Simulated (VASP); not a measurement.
# Sr15SnO16 (a cell with a defect) in VASP: single point with PBEsol

Aim: the single point of Sr15SnO16 (a cell with a defect) with PBEsol.

Everything below comes from runs of VASP 6.6.1. Logs are shortened: lines on timing, memory, paths and dates and some standing lists are left out, and cuts for length are marked.

## 1. The cell of the first run

The cell holds a defect, 64 atoms: a = 10.245 Å, b = 10.245 Å, c = 10.245 Å, α = 90.00°, β = 90.00°, γ = 90.00°.

## 2. Single point, PBEsol

File INCAR:

```
ALGO = Normal
EDIFF = 1E-6
ENCUT = 520
GGA = PS
GGA_COMPAT = F
ISIF = 2
ISMEAR = -1
ISYM = -1
LASPH = T
LCHARG = T
LELF = T
LREAL = Auto
LVHAR = T
LWAVE = F
NBANDS = 298
NELM = 120
PREC = Accurate
SIGMA = 0.05
```

File KPOINTS:

```
explicit points
1
Reciprocal
  0.25000000   0.25000000   0.25000000 1
```

File POSCAR:

```
Sr15SnO16
1.0
   10.2454930000      0.0000000000      0.0000000000
    0.0000000000     10.2454930000      0.0000000000
    0.0000000000      0.0000000000     10.2454930000
O Sr Sn
32 30 2
Direct
    0.2520310000      0.9997930000      0.9999640000
    0.2514620000      0.9994810000      0.4999830000
    0.2515400000      0.4997730000      0.0003090000
    0.1928030000      0.5005980000      0.4990100000
    0.7520290000      0.9998880000      0.9998790000
    0.7515350000      0.0002670000      0.4998470000
    0.7514670000      0.4999160000      0.9995830000
    0.6928690000      0.4990260000      0.5007420000
    0.0022410000      0.2491010000      0.0031230000
    0.0030030000      0.2285410000      0.4995600000
    0.0021540000      0.7503390000      0.0006290000
    0.0035600000      0.7395230000      0.4948760000
    0.5021920000      0.2493720000      0.9992410000
    0.5036950000      0.2603730000      0.5050090000
    0.5022130000      0.7506290000      0.9967360000
    0.5028140000      0.7713840000      0.5002900000
    0.0021970000      0.9991430000      0.2494390000
    0.0022120000      0.9966510000      0.7506870000
    0.0036760000      0.5049240000      0.2604030000
    0.0028380000      0.5002270000      0.7714240000
    0.5022420000      0.0030530000      0.2491800000
    0.5021520000      0.0005590000      0.7504140000
    0.5029970000      0.4994860000      0.2286260000
    0.5036120000      0.4948010000      0.7396380000
    0.2527530000      0.2517540000      0.2521590000
    0.2520000000      0.2507000000      0.7490400000
    0.2534360000      0.7491590000      0.2505710000
    0.2526460000      0.7475750000      0.7479910000
    0.7527530000      0.2520910000      0.2518300000
    0.7534480000      0.2505090000      0.7492360000
    0.7519830000      0.7489770000      0.2507850000
    0.7526430000      0.7479330000      0.7476580000
    0.0020960000      0.0006500000      0.9991240000
    0.0017430000      0.9939520000      0.5005010000
    0.0017560000      0.4992720000      0.0058260000
    0.5020940000      0.9990640000      0.0007280000
    0.5017480000      0.0057500000      0.4993480000
    0.5017430000      0.5004280000      0.9940220000
    0.2511760000      0.2504700000      0.0005470000
    0.2434340000      0.2519480000      0.5004710000
    0.2532350000      0.7491440000      0.9995620000
    0.2581350000      0.7461540000      0.4993730000
    0.7532610000      0.2505540000      0.0002890000
    0.7581810000      0.2534760000      0.5004380000
    0.7511540000      0.7492200000      0.9992720000
    0.7432860000      0.7476810000      0.4993890000
    0.2532680000      0.0002070000      0.2506250000
    0.2511480000      0.9991980000      0.7493080000
    0.2581420000      0.5003670000      0.2535450000
    0.2432970000      0.4992970000      0.7477060000
    0.7511720000      0.0004860000      0.2505380000
    0.7532350000      0.9994900000      0.7492280000
    0.7434410000      0.5003910000      0.2520520000
    0.7581480000      0.4993130000      0.7462200000
    0.0022770000      0.2484130000      0.2544160000
    0.0020960000      0.2527030000      0.7470590000
    0.0025710000      0.7532020000      0.2466110000
    0.0021720000      0.7454260000      0.7513680000
    0.5022850000      0.2543310000      0.2484900000
    0.5025780000      0.2465460000      0.7533010000
    0.5020760000      0.7469780000      0.2527940000
    0.5021790000      0.7512960000      0.7454850000
    0.9954240000      0.5176030000      0.4821060000
    0.4954730000      0.4821130000      0.5177540000
```

Potentials or basis: VASP PAW PBE potentials, release 64 (O, Sr_sv, Sn_d).

Command:

```bash
> cat potpaw_PBE.64/O/POTCAR potpaw_PBE.64/Sr_sv/POTCAR potpaw_PBE.64/Sn_d/POTCAR > POTCAR
> mpirun -np 1 vasp_std > vasp.out
```

OUTCAR:

```text
EDIFF = 1E-6
   ENCUT = 520
   GGA = PS
   ISIF = 2
   ISMEAR = -1
   ISYM = -1
   LASPH = T
   LREAL = Auto
   NELM = 120
   PREC = Accurate

 ion  position               nearest neighbor table
   1  0.252  1.000  1.000-  33 2.56  36 2.56  41 2.57  48 2.57  47 2.57  39 2.57
   2  0.251  0.999  0.500-  48 2.55  47 2.55  34 2.56  37 2.57  40 2.59  42 2.60
   3  0.252  0.500  0.000-  39 2.55  41 2.55  35 2.56  38 2.56  50 2.59  49 2.60
   4  0.193  0.501  0.499-  63 2.04  40 2.60  50 2.60  49 2.60  42 2.60
   5  0.752  1.000  1.000-  36 2.56  33 2.56  52 2.57  51 2.57  43 2.57  45 2.57
   6  0.752  0.000  0.500-  51 2.55  52 2.56  37 2.56  34 2.56  46 2.59  44 2.60
   7  0.751  0.500  1.000-  45 2.55  43 2.55  38 2.56  35 2.57  53 2.59  54 2.60
   8  0.693  0.499  0.501-  64 2.04  46 2.60  53 2.60  54 2.60  44 2.60
   9  0.002  0.249  0.003-  33 2.55  39 2.55  43 2.55  35 2.56  55 2.57  56 2.62
  10  0.003  0.229  0.500-  34 2.40  40 2.47  55 2.52  44 2.52  56 2.55
  11  0.002  0.750  0.001-  57 2.52  58 2.55  33 2.56  45 2.57  41 2.57  35 2.57
  12  0.004  0.740  0.495-  63 2.28  57 2.55  34 2.61  42 2.61  58 2.63  46 2.67
  13  0.502  0.249  0.999-  60 2.52  59 2.55  36 2.56  39 2.57  43 2.57  38 2.57
  14  0.504  0.260  0.505-  64 2.28  60 2.55  44 2.61  37 2.61  59 2.63  40 2.67
  15  0.502  0.751  0.997-  36 2.55  45 2.55  41 2.55  38 2.56  62 2.57  61 2.62
  16  0.503  0.771  0.500-  37 2.40  46 2.48  42 2.52  62 2.52  61 2.55
  17  0.002  0.999  0.249-  57 2.52  55 2.55  33 2.56  51 2.57  47 2.57  34 2.57
  18  0.002  0.997  0.751-  33 2.55  48 2.55  52 2.55  34 2.56  58 2.57  56 2.62
  19  0.004  0.505  0.260-  63 2.28  57 2.55  49 2.61  35 2.61  55 2.63  53 2.67
  20  0.003  0.500  0.771-  35 2.40  50 2.48  54 2.52  58 2.52  56 2.55
  21  0.502  0.003  0.249-  36 2.55  51 2.55  47 2.55  37 2.56  59 2.57  61 2.62
  22  0.502  0.001  0.750-  60 2.52  62 2.55  36 2.56  48 2.57  52 2.57  37 2.57
[... 53 lines left out ...]
                            44 3.56  64 3.57  46 3.59  63 3.64  43 3.64  45 3.64  35 3.65  38 3.65
  55  0.002  0.248  0.254-  10 2.52  17 2.55  29 2.56  25 2.57   9 2.57  19 2.63  40 3.53  44 3.55
                            63 3.61  51 3.62  47 3.62  35 3.62  34 3.63  39 3.64  33 3.64  43 3.65
  56  0.002  0.253  0.747-  30 2.55  10 2.55  20 2.55  26 2.56  18 2.62   9 2.62  50 3.53  40 3.54
                            44 3.55  54 3.55  43 3.64  52 3.64  48 3.64  39 3.64  33 3.65  34 3.66
  57  0.003  0.753  0.247-  17 2.52  11 2.52  12 2.55  19 2.55  31 2.57  27 2.57  63 3.41  34 3.58
                            35 3.59  33 3.59  47 3.61  41 3.61  51 3.61  45 3.61  42 3.68  49 3.68
  58  0.002  0.745  0.751-  20 2.52  11 2.55  32 2.56  28 2.57  18 2.57  12 2.63  50 3.53  54 3.55
                            63 3.61  45 3.61  41 3.62  34 3.62  35 3.63  48 3.64  33 3.64  52 3.64
  59  0.502  0.254  0.248-  23 2.52  13 2.55  25 2.56  29 2.57  21 2.57  14 2.63  53 3.53  49 3.55
                            64 3.61  39 3.62  43 3.62  37 3.62  38 3.63  51 3.64  36 3.64  47 3.65
  60  0.503  0.247  0.753-  13 2.52  22 2.52  24 2.55  14 2.55  26 2.57  30 2.57  64 3.41  38 3.58
                            36 3.59  37 3.59  43 3.61  52 3.61  39 3.61  48 3.61  54 3.68  44 3.68
  61  0.502  0.747  0.253-  27 2.55  23 2.55  16 2.55  31 2.56  15 2.62  21 2.62  46 3.53  53 3.54
                            42 3.55  49 3.55  47 3.64  41 3.64  45 3.64  51 3.64  36 3.65  38 3.66
  62  0.502  0.751  0.745-  16 2.52  22 2.55  28 2.56  32 2.57  15 2.57  24 2.63  46 3.53  42 3.55
                            64 3.61  48 3.61  52 3.62  38 3.62  37 3.63  45 3.64  41 3.64  36 3.64
  63  0.995  0.518  0.482-   4 2.04  19 2.28  12 2.28  57 3.41  53 3.50  46 3.50  42 3.57  49 3.57
                            55 3.61  58 3.61  44 3.64  54 3.64  50 3.73  40 3.73  56 3.84
  64  0.495  0.482  0.518-   8 2.04  14 2.28  24 2.28  60 3.41  50 3.50  40 3.50  54 3.57  44 3.57
                            62 3.61  59 3.61  42 3.64  49 3.64  46 3.73  53 3.73  61 3.84

IMPORTANT INFORMATION: All symmetrisations will be switched off!
NOSYMM: (Re-)initialisation of all symmetry stuff for point group C_1.

----------------------------------------------------------------------------------------

                                     Primitive cell

  volume of cell :    1075.4707

  direct lattice vectors                    reciprocal lattice vectors
    10.245493000  0.000000000  0.000000000     0.097603893  0.000000000  0.000000000
     0.000000000 10.245493000  0.000000000     0.000000000  0.097603893  0.000000000
     0.000000000  0.000000000 10.245493000     0.000000000  0.000000000  0.097603893

  length of vectors
    10.245493000 10.245493000 10.245493000     0.097603893  0.097603893  0.097603893

  position of ions in fractional coordinates (direct lattice)
     0.252031000  0.999793000  0.999964000
     0.251462000  0.999481000  0.499983000
     0.251540000  0.499773000  0.000309000
     0.192803000  0.500598000  0.499010000
     0.752029000  0.999888000  0.999879000
     0.751535000  0.000267000  0.499847000
[... 56 lines left out ...]
     0.995424000  0.517603000  0.482106000
     0.495473000  0.482113000  0.517754000

  ion indices of the primitive-cell ions
   primitive index   ion index
                 1           1
                 2           2
                 3           3
                 4           4
                 5           5
                 6           6
[... 56 lines left out ...]
                63          63
                64          64

----------------------------------------------------------------------------------------

 KPOINTS: explicit points

Read explicit list of k-points.

 Found      1 k-points:

 Following reciprocal coordinates:
            Coordinates               Weight
  0.250000  0.250000  0.250000      1.000000
   k-points           NKPTS =      1   k-points in BZ     NKDIM =      1   number of bands    NBANDS=    298
   number of dos      NEDOS =    301   number of ions     NIONS =     64
   total plane-waves  NPLWV = 512000
   dimension x,y,z NGX =    80 NGY =   80 NGZ =   80
   dimension x,y,z NGXF=   160 NGYF=  160 NGZF=  160
   ions per type =              32  30   2
   NGX,Y,Z   is equivalent  to a cutoff of  12.98, 12.98, 12.98 a.u.
   NGXF,Y,Z  is equivalent  to a cutoff of  25.96, 25.96, 25.96 a.u.
 SYSTEM =  unknown system
   PREC   = accura    normal or accurate (medium, high low for compatibility)
   ISTART =      0    job   : 0-new  1-cont  2-samecut
   ICHARG =      2    charge: 1-file 2-atom 10-const
   ISPIN  =      1    spin polarized calculation?
   LNONCOLLINEAR =      F non collinear calculations
   LSORBIT =      F    spin-orbit coupling
   LASPH  =      T    aspherical Exc in radial PAW
   ENCUT  =  520.0 eV  38.22 Ry    6.18 a.u.  19.05 19.05 19.05*2*pi/ulx,y,z
   NELM   =    120;   NELMIN=  2; NELMDL= -5     # of ELM steps
   EDIFF  = 0.1E-05   stopping-criterion for ELM
   LREAL  =      T    real-space projection
   EDIFFG = 0.1E-04   stopping-criterion for IOM
   NSW    =      0    number of steps for IOM
   IBRION =     -1    ionic relax: 0-MD 1-quasi-New 2-CG
   NFREE  =      0    steps in history (QN), initial steepest desc. (CG)
   ISIF   =      2    stress and relaxation
   ISYM   =     -1    0-nonsym 1-usesym 2-fastsym
   POTIM  = 0.5000    time-step for ionic-motion
   TEBEG  =    0.0;   TEEND  =   0.0 temperature during run
   PSTRESS=    0.0 pullay stress
   NELECT =     520.0000    total number of electrons
   NUPDOWN=      -1.0000    fix difference up-down
   EMIN   =  10.00;   EMAX   =-10.00  energy-range for DOS
   EFERMI =   0.00;   METHOD = LEGACY
   ISMEAR =    -1;   SIGMA  =   0.05  broadening in eV -4-tet -1-fermi 0-gaus
   EFERMI_NEDOS =   21; number of points for ismear=-14 and -15
   IALGO  =     38    algorithm
   IMIX   =      4    mixing-type and parameters
     AMIX     =   0.40;   BMIX     =  1.00
     AMIX_MAG =   1.60;   BMIX_MAG =  1.00
  volume/ion in A,a.u.               =      16.80       113.40
  Fermi-wavevector in a.u.,A,eV,Ry     =   1.284921  2.428149 22.463517  1.651022
  Thomas-Fermi vector in A             =   2.417086
   LORBIT       =      0    0 simple, 1 ext, 2 COOP (PROOUT), +10 PAW based schemes
   GGA     = PS    functional components
   LHFCALC =     F    Hartree Fock is set to
   AEXX    =    0.0000 exact exchange contribution
   IVDW    =     0    specifies the selected vdW correction
   LEPSILON=     F    determine dielectric tensor
   LRPA    =     F    only Hartree local field effects (RPA)
 non-spin polarized calculation
  energy-cutoff  :      520.00
  volume of cell :     1075.47
 maximum number of plane-waves:     28978
 NGX is ok and might be reduce to    80
   NGX = 39   NGY = 39   NGZ = 39

 number of electron     520.0000012 magnetization

 Free energy of the ion-electron system (eV)
  ---------------------------------------------------
  ext. energy  EPLUGINS =         0.00000000
  ---------------------------------------------------
  free energy    TOTEN  =      -403.02441424 eV

  energy without entropy =     -403.02441424  energy(sigma->0) =     -403.02441424

 E-fermi :   4.1997     XC(G=0): -10.3608

 val. band max:        2.9810636956   @ k =   0.2500   0.2500   0.2500
 cond. band min:       5.4940990907   @ k =   0.2500   0.2500   0.2500
 fundamental gap:      2.5130353951
 Fermi energy:         4.1996953000

 k-point     1 :       0.2500    0.2500    0.2500
  band No.  band energies     occupation
      1     -30.4511      2.00000
      2     -30.4298      2.00000
      3     -30.4157      2.00000
      4     -30.4139      2.00000
      5     -30.3997      2.00000
      6     -30.3994      2.00000
[... 264 lines left out ...]
    271       6.6937      0.00000
    272       6.7257      0.00000
 [bands above 272 left out]

------------------------ aborting loop because EDIFF is reached ----------------------------------------

  FORCE on cell =-STRESS in cart. coord.  units (eV):
  Direction    XX          YY          ZZ          XY          YZ          ZX
  --------------------------------------------------------------------------------------
  -------------------------------------------------------------------------------------
  Total        7.9852600      2.5064730      2.5142099     -0.1319568     -1.3348663     -0.1240366
  in kB       11.8960029      3.7340062      3.7455321     -0.1965819     -1.9886107     -0.1847830
  external PRESSURE =       6.4585137 kB  Pullay stress =       0.0000000 kB

 VOLUME and BASIS-vectors are now :
 -----------------------------------------------------------------------------
  energy-cutoff  :      520.00
  volume of cell :     1075.47
      direct lattice vectors                 reciprocal lattice vectors
    10.245493000  0.000000000  0.000000000     0.097603893  0.000000000  0.000000000
     0.000000000 10.245493000  0.000000000     0.000000000  0.097603893  0.000000000
     0.000000000  0.000000000 10.245493000     0.000000000  0.000000000  0.097603893

 POSITION                                       TOTAL-FORCE (eV/Angst)
 -----------------------------------------------------------------------------------
      2.58218     10.24337     10.24512        -0.001518      0.000728     -0.000302
      2.57635     10.24018      5.12257        -0.002681     -0.001554     -0.000536
      2.57715      5.12042      0.00317        -0.002553     -0.000429      0.000941
      1.97536      5.12887      5.11260         0.028189      0.004363     -0.001195
      7.70491     10.24435     10.24425        -0.001198     -0.000129     -0.000271
      7.69985      0.00274      5.12118        -0.002036      0.000492      0.000191
[... 56 lines left out ...]
     10.19861      5.30310      4.93941        -0.046600     -0.006168      0.011777
      5.07637      4.93949      5.30464        -0.047640      0.006614     -0.010817
 -----------------------------------------------------------------------------------
    total drift:                               -0.081664      0.004795      0.002923

  FREE ENERGIE OF THE ION-ELECTRON SYSTEM (eV)
  ---------------------------------------------------
  free  energy   TOTEN  =      -403.0244142402 eV

  energy  without entropy=     -403.0244142401  energy(sigma->0) =     -403.02441424
```

It took 20 min on 1 thread of AMD EPYC 7R43 (Zen 3), shared host; peak memory 1.1 GiB.

Results:

| Quantity | Value |
| --- | --- |
| Free energy | -403.0244 eV |
| Pressure | 0.6 GPa |
| Largest force | 0.049 eV/Å |
| Band gap on the k mesh | 2.51 eV |

Forces on the atoms (eV/Å):
```
O   -0.002  0.001  0.000
O   -0.003 -0.002 -0.001
O   -0.003  0.000  0.001
O    0.028  0.004 -0.001
O   -0.001  0.000  0.000
O   -0.002  0.000  0.000
O   -0.003 -0.001 -0.002
O    0.023 -0.003  0.003
O   -0.001  0.005 -0.007
O   -0.012  0.043  0.007
O   -0.004 -0.006 -0.009
O   -0.002 -0.013  0.004
O   -0.003  0.006  0.007
O   -0.002  0.014 -0.003
O   -0.003 -0.006  0.006
O   -0.011 -0.044 -0.007
O   -0.002  0.008  0.007
O   -0.003  0.007 -0.005
O   -0.002 -0.004  0.012
O   -0.012 -0.008 -0.043
O   -0.001 -0.007  0.005
O   -0.004 -0.008 -0.006
O   -0.012  0.007  0.043
O   -0.002  0.004 -0.013
O   -0.002 -0.006 -0.007
O   -0.002 -0.004  0.006
O    0.004  0.003 -0.002
O    0.000  0.008  0.006
O   -0.001 -0.006 -0.006
O    0.004 -0.002  0.003
O    0.000  0.005 -0.004
O   -0.001  0.007  0.007
Sr   0.005 -0.001  0.002
Sr   0.000 -0.036  0.002
Sr   0.000 -0.002  0.035
Sr   0.005  0.000 -0.001
Sr   0.000  0.038 -0.001
Sr   0.001  0.003 -0.034
Sr   0.002 -0.005  0.000
Sr   0.026  0.009  0.001
Sr  -0.001  0.003  0.000
Sr  -0.002 -0.001  0.003
Sr   0.000 -0.004  0.000
Sr  -0.004 -0.001 -0.002
Sr   0.001  0.005  0.002
Sr   0.025 -0.010 -0.002
Sr  -0.001  0.001 -0.004
Sr   0.003  0.001  0.004
Sr   0.000 -0.003 -0.002
Sr   0.023 -0.001 -0.010
Sr   0.003 -0.002 -0.005
Sr  -0.001  0.000  0.003
Sr   0.024  0.003  0.008
Sr  -0.001  0.003  0.001
Sr   0.002  0.010 -0.010
Sr   0.006 -0.007  0.007
Sr   0.000  0.008 -0.008
Sr   0.003  0.007 -0.011
Sr   0.001 -0.008  0.012
Sr   0.001 -0.008  0.005
Sr   0.008  0.007 -0.009
Sr   0.002 -0.010  0.010
Sn  -0.047 -0.006  0.012
Sn  -0.048  0.007 -0.011
```

Levels at points of the mesh, in eV from the valence-band top:
| k point | band 258 | band 259 | band 260 | band 261 | band 262 | band 263 |
| --- | --- | --- | --- | --- | --- | --- |
| (0.25, 0.25, 0.25) | -1.38 | -0.54 | 0.00 | 2.51 | 2.55 | 2.62 |

Caveat: the PAW data sets were made with another functional, which shifts forces and pressure a little; spin-orbit coupling is left out, which moves the levels of the heavy elements.
